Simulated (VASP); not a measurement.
Here is a VASP 6.6.1 calculation.

INCAR

```
SYSTEM = CaAgI
PREC     = Accurate       ! precision mode
ENCUT    = 520            ! plane-wave cutoff, eV
EDIFF    = 1E-7           ! SCF threshold, eV
ISMEAR   = 1              ! smearing method
SIGMA    = 0.025          ! smearing width, eV
LREAL    = .FALSE.        ! projectors in reciprocal space
LASPH    = .TRUE.         ! aspherical terms in the spheres
NELM     = 60             ! most SCF steps
ALGO     = Normal         ! electronic algorithm
ISIF     = 2              ! what is computed and relaxed
LWAVE    = .FALSE.        ! write WAVECAR
LCHARG   = .FALSE.        ! write CHGCAR
GGA      = PS             ! functional
NBANDS   = 37             ! bands
```

The input KPOINTS:

```
regular mesh
0
G
  4 4 2
  0 0 0
```

The input POSCAR:

```
CaAgI
1.0
    4.2159306819      0.0000000000      0.0000000000
    0.0000000000      4.2159306819      0.0000000000
    0.0000000000      0.0000000000      9.2930187318
Ca Ag I
2 2 2
Direct
    0.0000000000      0.5000000000      0.2372461030
    0.5000000000      0.0000000000      0.7627538970
    0.0000000000      0.0000000000      0.0000000000
    0.5000000000      0.5000000000      0.0000000000
    0.0000000000      0.5000000000      0.6359974422
    0.5000000000      0.0000000000      0.3640025578
```

Potentials or basis: VASP PAW PBE potentials, release 64 (Ca_sv, Ag, I).

Command:

```sh
$ cat potpaw_PBE.64/Ca_sv/POTCAR potpaw_PBE.64/Ag/POTCAR potpaw_PBE.64/I/POTCAR > POTCAR
$ mpirun -np 1 vasp_std > vasp.out
```

Question: Predict the band gap on the k mesh.

Answer: Zero (band 28 reaches 6.18 eV, above the bottom of band 29 at 5.73 eV).

Question: Estimate the largest force.

Answer: 0.013 eV/Å.

Question: Predict the pressure.

Answer: 0.0 GPa.

Forces in eV/Å, atoms in the order of the input:
```
Ca   0.000  0.000  0.001
Ca   0.000  0.000 -0.001
Ag   0.000  0.000  0.000
Ag   0.000  0.000  0.000
I    0.000  0.000 -0.013
I    0.000  0.000  0.013
```

Caveat: the k points lie up to 0.37 Å⁻¹ apart; the PAW data sets were made with another functional, which shifts forces and pressure a little; spin-orbit coupling is left out, which moves the levels of the heavy elements.
